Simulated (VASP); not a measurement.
# WS2 (Tungstenite) (P6_3/mmc) in VASP: further runs, part 2 of 2

VASP 6.6.1. Earlier steps stand in the parts before.

## Step 3: Single point, PBE

This run uses another cell than the first one, of 21.79 Å³/atom, 1.002 times its volume.

Contents of INCAR:

```
SYSTEM = WS2
PREC     = Accurate       ! precision mode
ENCUT    = 520            ! plane-wave cutoff, eV
EDIFF    = 1E-7           ! SCF threshold, eV
ISMEAR   = -1             ! smearing method
SIGMA    = 0.05           ! smearing width, eV
LREAL    = .False.        ! projectors in reciprocal space
LASPH    = .True.         ! aspherical terms in the spheres
NELM     = 60             ! most SCF steps
ALGO     = Normal         ! electronic algorithm
ISIF     = 2              ! what is computed and relaxed
LWAVE    = .False.        ! write WAVECAR
LCHARG   = .False.        ! write CHGCAR
GGA      = PE             ! functional
NBANDS   = 35             ! bands
```

Contents of KPOINTS:

```
Automatic mesh
0
Gamma
  10 10 3
  0 0 0
```

Contents of POSCAR:

```
WS2
1.0
    3.1877422935      0.0000000000      0.0000000000
   -1.5938711468      2.7606658069      0.0000000000
    0.0000000000      0.0000000000     14.8551585172
W S
2 4
Direct
    0.6666666667      0.3333333333      0.7500000000
    0.3333333333      0.6666666667      0.2500000000
    0.6666666667      0.3333333333      0.3557595627
    0.3333333333      0.6666666667      0.8557595627
    0.6666666667      0.3333333333      0.1442404373
    0.3333333333      0.6666666667      0.6442404373
```

Potentials or basis: VASP PAW PBE potentials, release 64 (W_sv, S).

Started as:

```
cat potpaw_PBE.64/W_sv/POTCAR potpaw_PBE.64/S/POTCAR > POTCAR
mpirun -np 1 vasp_std > vasp.out
```

OUTCAR:

```text
SYSTEM = WS2
   PREC = Accurate
   ENCUT = 520
   EDIFF = 1E-7
   ISMEAR = -1
   LREAL = .False.
   LASPH = .True.
   NELM = 60
   ISIF = 2
   GGA = PE

 ion  position               nearest neighbor table
   1  0.667  0.333  0.750-   4 2.42   6 2.42   4 2.42   6 2.42   4 2.42   6 2.42
   2  0.333  0.667  0.250-   3 2.42   5 2.42   3 2.42   5 2.42   3 2.42   5 2.42
   3  0.667  0.333  0.356-   2 2.42   2 2.42   2 2.42
   4  0.333  0.667  0.856-   1 2.42   1 2.42   1 2.42
   5  0.667  0.333  0.144-   2 2.42   2 2.42   2 2.42
   6  0.333  0.667  0.644-   1 2.42   1 2.42   1 2.42

  LATTYP: Found a hexagonal cell.
 ALAT       =     3.1877422935
 C/A-ratio  =     4.6600876575

  Lattice vectors:

 A1 = (   3.1877422935,   0.0000000000,   0.0000000000)
 A2 = (  -1.5938711468,   2.7606658069,   0.0000000000)
 A3 = (   0.0000000000,   0.0000000000,  14.8551585172)

Analysis of symmetry for initial positions (statically):
=====================================================================
 Subroutine PRICEL returns:
 Original cell was already a primitive cell.

 Routine SETGRP: Setting up the symmetry group for a
 hexagonal supercell.

 Subroutine GETGRP returns: Found 24 space group operations
 (whereof 12 operations were pure point group operations)
 out of a pool of 24 trial point group operations.

The static configuration has the point symmetry D_3d.
 The point group associated with its full space group is D_6h.

Analysis of symmetry for dynamics (positions and initial velocities):
=====================================================================
 Subroutine PRICEL returns:
 Original cell was already a primitive cell.

 Routine SETGRP: Setting up the symmetry group for a
 hexagonal supercell.

[... 125 lines left out ...]
   NUPDOWN=      -1.0000    fix difference up-down
   EMIN   =  10.00;   EMAX   =-10.00  energy-range for DOS
   EFERMI =   0.00;   METHOD = LEGACY
   ISMEAR =    -1;   SIGMA  =   0.05  broadening in eV -4-tet -1-fermi 0-gaus
   EFERMI_NEDOS =   21; number of points for ismear=-14 and -15
   IALGO  =     38    algorithm
   IMIX   =      4    mixing-type and parameters
     AMIX     =   0.40;   BMIX     =  1.00
     AMIX_MAG =   1.60;   BMIX_MAG =  1.00
  volume/ion in A,a.u.               =      21.79       147.03
  Fermi-wavevector in a.u.,A,eV,Ry     =   1.203976  2.275185 19.722437  1.449558
  Thomas-Fermi vector in A             =   2.339714
   LORBIT       =      0    0 simple, 1 ext, 2 COOP (PROOUT), +10 PAW based schemes
   GGA     = PE    functional components
   LHFCALC =     F    Hartree Fock is set to
   AEXX    =    0.0000 exact exchange contribution
   IVDW    =     0    specifies the selected vdW correction
   LEPSILON=     F    determine dielectric tensor
   LRPA    =     F    only Hartree local field effects (RPA)
 non-spin polarized calculation
  energy-cutoff  :      520.00
  volume of cell :      130.73
 maximum number of plane-waves:      3560
 NGX is ok and might be reduce to    24
   NGX = 11   NGY = 11   NGZ = 55

 number of electron      52.0000001 magnetization

 Free energy of the ion-electron system (eV)
  ---------------------------------------------------
  ext. energy  EPLUGINS =         0.00000000
  ---------------------------------------------------
  free energy    TOTEN  =       -47.36412449 eV

  energy without entropy =      -47.36412449  energy(sigma->0) =      -47.36412449

 E-fermi :   5.5091     XC(G=0):  -9.5018

 val. band max:        4.6924081181   @ k =   0.0000   0.0000   0.0000
 cond. band min:       6.4767583427   @ k =   0.2000   0.1000   0.0000
 fundamental gap:      1.7843502246
 Fermi energy:         5.5091235832

 k-point     1 :       0.0000    0.0000    0.0000
  band No.  band energies     occupation
      1     -69.5220      2.00000
      2     -69.5219      2.00000
      3     -33.7499      2.00000
      4     -33.7499      2.00000
      5     -33.6061      2.00000
      6     -33.6061      2.00000
[... 901 lines left out ...]
     34       9.0514      0.00000
     35      10.0774      0.00000

 [... further k-points ...]
[... 5 lines left out ...]
  --------------------------------------------------------------------------------------
  -------------------------------------------------------------------------------------
  Total       -0.0277827     -0.0277827     -0.0353170      0.0000000     -0.0000000      0.0000000
  in kB       -0.3404949     -0.3404949     -0.4328323      0.0000000     -0.0000000      0.0000000
  external PRESSURE =      -0.3712740 kB  Pullay stress =       0.0000000 kB

 VOLUME and BASIS-vectors are now :
 -----------------------------------------------------------------------------
  energy-cutoff  :      520.00
  volume of cell :      130.73
      direct lattice vectors                 reciprocal lattice vectors
     3.187742293  0.000000000  0.000000000     0.313701645  0.181115729  0.000000000
    -1.593871147  2.760665807  0.000000000     0.000000000  0.362231458  0.000000000
     0.000000000  0.000000000 14.855158517     0.000000000  0.000000000  0.067316683

 POSITION                                       TOTAL-FORCE (eV/Angst)
 -----------------------------------------------------------------------------------
      1.59387      0.92022     11.14137        -0.000000      0.000000      0.000000
     -0.00000      1.84044      3.71379         0.000000     -0.000000      0.000000
      1.59387      0.92022      5.28486         0.000000      0.000000      0.003398
     -0.00000      1.84044     12.71244         0.000000     -0.000000      0.003398
      1.59387      0.92022      2.14271        -0.000000      0.000000     -0.003398
     -0.00000      1.84044      9.57029         0.000000     -0.000000     -0.003398
 -----------------------------------------------------------------------------------
    total drift:                               -0.000000      0.000000     -0.000000

  FREE ENERGIE OF THE ION-ELECTRON SYSTEM (eV)
  ---------------------------------------------------
  free  energy   TOTEN  =       -47.3641244875 eV

  energy  without entropy=      -47.3641244855  energy(sigma->0) =      -47.36412449
```

OSZICAR:

```text
N       E                     dE             d eps       ncg     rms          rms(c)
DAV:   1     0.501298038275E+03    0.50130E+03   -0.28493E+04  2184   0.144E+03
DAV:   2    -0.174845036531E+02   -0.51878E+03   -0.50193E+03  2312   0.388E+02
DAV:   3    -0.492836371958E+02   -0.31799E+02   -0.31329E+02  2477   0.922E+01
DAV:   4    -0.501661055504E+02   -0.88247E+00   -0.87693E+00  2383   0.159E+01
DAV:   5    -0.501893232335E+02   -0.23218E-01   -0.23206E-01  2424   0.274E+00    0.367E+01
DAV:   6    -0.477404019823E+02    0.24489E+01   -0.89240E+00  2244   0.197E+01    0.157E+01
DAV:   7    -0.474996453425E+02    0.24076E+00   -0.25001E+00  2224   0.836E+00    0.654E+00
DAV:   8    -0.473643925392E+02    0.13525E+00   -0.36797E-01  2269   0.418E+00    0.182E+00
DAV:   9    -0.473661686838E+02   -0.17761E-02   -0.46843E-02  2370   0.110E+00    0.102E+00
DAV:  10    -0.473644604730E+02    0.17082E-02   -0.20145E-02  2320   0.909E-01    0.301E-01
DAV:  11    -0.473640515355E+02    0.40894E-03   -0.30435E-03  2118   0.324E-01    0.155E-01
DAV:  12    -0.473640660197E+02   -0.14484E-04   -0.18001E-04  2463   0.670E-02    0.416E-02
DAV:  13    -0.473641179226E+02   -0.51903E-04   -0.57305E-05  2101   0.408E-02    0.461E-02
DAV:  14    -0.473641231590E+02   -0.52365E-05   -0.20715E-05  2224   0.251E-02    0.175E-02
DAV:  15    -0.473641242495E+02   -0.10905E-05   -0.41688E-06  2150   0.129E-02    0.369E-03
DAV:  16    -0.473641244741E+02   -0.22464E-06   -0.49953E-07  2112   0.326E-03    0.365E-03
DAV:  17    -0.473641244875E+02   -0.13331E-07   -0.57996E-08  1226   0.153E-03
   1 F= -.47364124E+02 E0= -.47364124E+02  d E =-.200928E-08
```

stdout:

```text
POSCAR found type information on POSCAR W S
 POSCAR found :  2 types and       6 ions
 scaLAPACK will be used
 LDA part: xc-table for (Slater+PW92), standard interpolation
 POSCAR, INCAR and KPOINTS ok, starting setup
 FFT: planning ... GRIDC
 FFT: planning ... GRID_SOFT
 FFT: planning ... GRID
 WAVECAR not read
 entering main loop
```

Run time: 5.1 min. Hardware: 1 thread of AMD EPYC 7R13, shared host; peak memory 0.26 GiB.

Results:

```yaml
Free_energy: -47.3641 eV
Pressure: 0.0 GPa
Largest_force: 0.003 eV/Å
Band_gap_on_the_k_mesh: 1.78 eV, indirect (least direct gap 2.14 eV)
```

Forces on the atoms (eV/Å):
```
W    0.000  0.000  0.000
W    0.000  0.000  0.000
S    0.000  0.000  0.003
S    0.000  0.000  0.003
S    0.000  0.000 -0.003
S    0.000  0.000 -0.003
```

Caveat: spin-orbit coupling is left out, which moves the levels of the heavy elements; this functional lacks dispersion, which binds the layers, so the pressure and a relaxed spacing across them are unreliable. A k mesh can miss the band edges.

## Step 4: Single point, PBE

This run uses another cell than the first one, of 21.81 Å³/atom, 1.003 times its volume.

Contents of INCAR:

```
SYSTEM = WS2
  PREC = Accurate
  ENCUT = 520
  EDIFF = 1E-6
  ISMEAR = -1
  SIGMA = 0.05
  LREAL = .FALSE.
  LASPH = .TRUE.
  NELM = 80
  ALGO = Normal
  ISIF = 2
  LWAVE = .FALSE.
  LCHARG = .FALSE.
  GGA = PE
  NBANDS = 35
```

Contents of KPOINTS:

```
regular mesh
0
G
  10 10 3
  0 0 0
```

Contents of POSCAR:

```
WS2
1.0
    3.1878936976      0.0000000000      0.0000000000
   -1.5939468488      2.7607969267      0.0000000000
    0.0000000000      0.0000000000     14.8662800120
W S
2 4
Direct
    0.6666666667      0.3333333333      0.7500000000
    0.3333333333      0.6666666667      0.2500000000
    0.6666666667      0.3333333333      0.3556961487
    0.3333333333      0.6666666667      0.8556961487
    0.6666666667      0.3333333333      0.1443038513
    0.3333333333      0.6666666667      0.6443038513
```

Potentials or basis: VASP PAW PBE potentials, release 64 (W_sv, S).

Started as:

```
cat potpaw_PBE.64/W_sv/POTCAR potpaw_PBE.64/S/POTCAR > POTCAR
mpirun -np 1 vasp_std > vasp.out
```

OUTCAR:

```text
SYSTEM = WS2
   PREC = Accurate
   ENCUT = 520
   EDIFF = 1E-6
   ISMEAR = -1
   LREAL = .FALSE.
   LASPH = .TRUE.
   NELM = 80
   ISIF = 2
   GGA = PE

 ion  position               nearest neighbor table
   1  0.667  0.333  0.750-   4 2.42   6 2.42   4 2.42   6 2.42   4 2.42   6 2.42
   2  0.333  0.667  0.250-   3 2.42   5 2.42   3 2.42   5 2.42   3 2.42   5 2.42
   3  0.667  0.333  0.356-   2 2.42   2 2.42   2 2.42
   4  0.333  0.667  0.856-   1 2.42   1 2.42   1 2.42
   5  0.667  0.333  0.144-   2 2.42   2 2.42   2 2.42
   6  0.333  0.667  0.644-   1 2.42   1 2.42   1 2.42

  LATTYP: Found a hexagonal cell.
 ALAT       =     3.1878936976
 C/A-ratio  =     4.6633549993

  Lattice vectors:

 A1 = (   3.1878936976,   0.0000000000,   0.0000000000)
 A2 = (  -1.5939468488,   2.7607969267,   0.0000000000)
 A3 = (   0.0000000000,   0.0000000000,  14.8662800120)

Analysis of symmetry for initial positions (statically):
=====================================================================
 Subroutine PRICEL returns:
 Original cell was already a primitive cell.

 Routine SETGRP: Setting up the symmetry group for a
 hexagonal supercell.

 Subroutine GETGRP returns: Found 24 space group operations
 (whereof 12 operations were pure point group operations)
 out of a pool of 24 trial point group operations.

The static configuration has the point symmetry D_3d.
 The point group associated with its full space group is D_6h.

Analysis of symmetry for dynamics (positions and initial velocities):
=====================================================================
 Subroutine PRICEL returns:
 Original cell was already a primitive cell.

 Routine SETGRP: Setting up the symmetry group for a
 hexagonal supercell.

[... 125 lines left out ...]
   NUPDOWN=      -1.0000    fix difference up-down
   EMIN   =  10.00;   EMAX   =-10.00  energy-range for DOS
   EFERMI =   0.00;   METHOD = LEGACY
   ISMEAR =    -1;   SIGMA  =   0.05  broadening in eV -4-tet -1-fermi 0-gaus
   EFERMI_NEDOS =   21; number of points for ismear=-14 and -15
   IALGO  =     38    algorithm
   IMIX   =      4    mixing-type and parameters
     AMIX     =   0.40;   BMIX     =  1.00
     AMIX_MAG =   1.60;   BMIX_MAG =  1.00
  volume/ion in A,a.u.               =      21.81       147.16
  Fermi-wavevector in a.u.,A,eV,Ry     =   1.203638  2.274545 19.711351  1.448743
  Thomas-Fermi vector in A             =   2.339385
   LORBIT       =      0    0 simple, 1 ext, 2 COOP (PROOUT), +10 PAW based schemes
   GGA     = PE    functional components
   LHFCALC =     F    Hartree Fock is set to
   AEXX    =    0.0000 exact exchange contribution
   IVDW    =     0    specifies the selected vdW correction
   LEPSILON=     F    determine dielectric tensor
   LRPA    =     F    only Hartree local field effects (RPA)
 non-spin polarized calculation
  energy-cutoff  :      520.00
  volume of cell :      130.84
 maximum number of plane-waves:      3560
 NGX is ok and might be reduce to    24
   NGX = 11   NGY = 11   NGZ = 55

 number of electron      52.0000001 magnetization

 Free energy of the ion-electron system (eV)
  ---------------------------------------------------
  ext. energy  EPLUGINS =         0.00000000
  ---------------------------------------------------
  free energy    TOTEN  =       -47.36411330 eV

  energy without entropy =      -47.36411330  energy(sigma->0) =      -47.36411330

 E-fermi :   5.5007     XC(G=0):  -9.4964

 val. band max:        4.6822001130   @ k =   0.0000   0.0000   0.0000
 cond. band min:       6.4681088939   @ k =   0.2000   0.1000   0.0000
 fundamental gap:      1.7859087809
 Fermi energy:         5.5006657459

 k-point     1 :       0.0000    0.0000    0.0000
  band No.  band energies     occupation
      1     -69.5311      2.00000
      2     -69.5311      2.00000
      3     -33.7587      2.00000
      4     -33.7587      2.00000
      5     -33.6151      2.00000
      6     -33.6151      2.00000
[... 901 lines left out ...]
     34       9.0414      0.00000
     35      10.0799      0.00000

 [... further k-points ...]
[... 5 lines left out ...]
  --------------------------------------------------------------------------------------
  -------------------------------------------------------------------------------------
  Total       -0.0486043     -0.0486043     -0.0681712      0.0000000      0.0000000      0.0000000
  in kB       -0.5951746     -0.5951746     -0.8347781      0.0000000      0.0000000      0.0000000
  external PRESSURE =      -0.6750424 kB  Pullay stress =       0.0000000 kB

 VOLUME and BASIS-vectors are now :
 -----------------------------------------------------------------------------
  energy-cutoff  :      520.00
  volume of cell :      130.84
      direct lattice vectors                 reciprocal lattice vectors
     3.187893698  0.000000000  0.000000000     0.313686746  0.181107127  0.000000000
    -1.593946849  2.760796927  0.000000000     0.000000000  0.362214254  0.000000000
     0.000000000  0.000000000 14.866280012     0.000000000  0.000000000  0.067266323

 POSITION                                       TOTAL-FORCE (eV/Angst)
 -----------------------------------------------------------------------------------
      1.59395      0.92027     11.14971         0.000000     -0.000000      0.000000
     -0.00000      1.84053      3.71657        -0.000000      0.000000      0.000000
      1.59395      0.92027      5.28788        -0.000000     -0.000000     -0.002914
     -0.00000      1.84053     12.72102         0.000000      0.000000     -0.002914
      1.59395      0.92027      2.14526        -0.000000     -0.000000      0.002914
     -0.00000      1.84053      9.57840         0.000000      0.000000      0.002914
 -----------------------------------------------------------------------------------
    total drift:                               -0.000000      0.000000     -0.000000

  FREE ENERGIE OF THE ION-ELECTRON SYSTEM (eV)
  ---------------------------------------------------
  free  energy   TOTEN  =       -47.3641132995 eV

  energy  without entropy=      -47.3641132975  energy(sigma->0) =      -47.36411330
```

OSZICAR:

```text
N       E                     dE             d eps       ncg     rms          rms(c)
DAV:   1     0.510784076567E+03    0.51078E+03   -0.28205E+04  2184   0.143E+03
DAV:   2    -0.170702216654E+02   -0.52785E+03   -0.50883E+03  2325   0.392E+02
DAV:   3    -0.492933054290E+02   -0.32223E+02   -0.31738E+02  2528   0.933E+01
DAV:   4    -0.501671486844E+02   -0.87384E+00   -0.87025E+00  2405   0.160E+01
DAV:   5    -0.501903143852E+02   -0.23166E-01   -0.23154E-01  2428   0.275E+00    0.367E+01
DAV:   6    -0.477409579483E+02    0.24494E+01   -0.89243E+00  2252   0.197E+01    0.157E+01
DAV:   7    -0.474996512233E+02    0.24131E+00   -0.25015E+00  2236   0.837E+00    0.654E+00
DAV:   8    -0.473644465478E+02    0.13520E+00   -0.36921E-01  2302   0.418E+00    0.182E+00
DAV:   9    -0.473661522022E+02   -0.17057E-02   -0.46254E-02  2384   0.110E+00    0.102E+00
DAV:  10    -0.473644540235E+02    0.16982E-02   -0.20176E-02  2315   0.908E-01    0.304E-01
DAV:  11    -0.473640389935E+02    0.41503E-03   -0.30696E-03  2127   0.324E-01    0.155E-01
DAV:  12    -0.473640548508E+02   -0.15857E-04   -0.18295E-04  2490   0.670E-02    0.407E-02
DAV:  13    -0.473641066373E+02   -0.51787E-04   -0.57655E-05  2113   0.412E-02    0.460E-02
DAV:  14    -0.473641119707E+02   -0.53334E-05   -0.20638E-05  2000   0.249E-02    0.174E-02
DAV:  15    -0.473641130757E+02   -0.11049E-05   -0.41436E-06  1940   0.130E-02    0.371E-03
DAV:  16    -0.473641132995E+02   -0.22387E-06   -0.42855E-07  1250   0.352E-03
   1 F= -.47364113E+02 E0= -.47364113E+02  d E =-.198668E-08
```

stdout:

```text
POSCAR found type information on POSCAR W S
 POSCAR found :  2 types and       6 ions
 scaLAPACK will be used
 LDA part: xc-table for (Slater+PW92), standard interpolation
 POSCAR, INCAR and KPOINTS ok, starting setup
 FFT: planning ... GRIDC
 FFT: planning ... GRID_SOFT
 FFT: planning ... GRID
 WAVECAR not read
 entering main loop
```

Wall time 4.9 min (1 thread of AMD EPYC 7R13, shared host); peak memory 0.26 GiB.

Results:

| Property | Result |
| --- | --- |
| Free energy | -47.3641 eV |
| Pressure | -0.1 GPa |
| Band gap on the k mesh | 1.79 eV, indirect (least direct gap 2.14 eV) |

Forces in eV/Å, atoms in the order of the input:
```
W    0.000  0.000  0.000
W    0.000  0.000  0.000
S    0.000  0.000 -0.003
S    0.000  0.000 -0.003
S    0.000  0.000  0.003
S    0.000  0.000  0.003
```

Levels at points of the mesh, in eV from the valence-band top:
| k point | band 22 | band 23 | band 24 | band 25 | band 26 | band 27 | band 28 | band 29 | band 30 | band 31 |
| --- | --- | --- | --- | --- | --- | --- | --- | --- | --- | --- |
| (0.00, 0.00, 0.00) | -1.79 | -1.78 | -1.78 | -0.41 | 0.00 | 2.70 | 2.70 | 2.70 | 2.70 | 2.84 |
| (0.50, 0.00, 0.00) | -2.31 | -1.45 | -1.44 | -1.10 | -1.09 | 2.66 | 2.66 | 3.08 | 3.14 | 3.75 |

Caveat: spin-orbit coupling is left out, which moves the levels of the heavy elements; this functional lacks dispersion, which binds the layers, so the pressure and a relaxed spacing across them are unreliable.

## Step 5: The runs side by side

```csv
cell,gap on the mesh (eV),pressure (GPa)
"a = 3.189, b = 3.189, c = 14.811 Å, angles 90.0, 90.0, 120.0°, 6 atoms",1.77,-0.2
"a = 3.188, b = 3.188, c = 14.855 Å, angles 90.0, 90.0, 120.0°, 6 atoms",1.78,0.0
"a = 3.188, b = 3.188, c = 14.866 Å, angles 90.0, 90.0, 120.0°, 6 atoms",1.79,-0.1
```

Alike in all rows: task single point; level PBE; potentials or basis VASP PAW PBE potentials, release 64 (W_sv, S); no spin polarisation; k mesh 10 × 10 × 3; cutoff (eV) 520; smearing fermi-dirac 0.05 eV.

Caveats: spin-orbit coupling is left out, which moves the levels of the heavy elements; this functional lacks dispersion, which binds the layers, so the pressure and a relaxed spacing across them are unreliable.

Absolute energies hang on the potentials; compare differences alone.
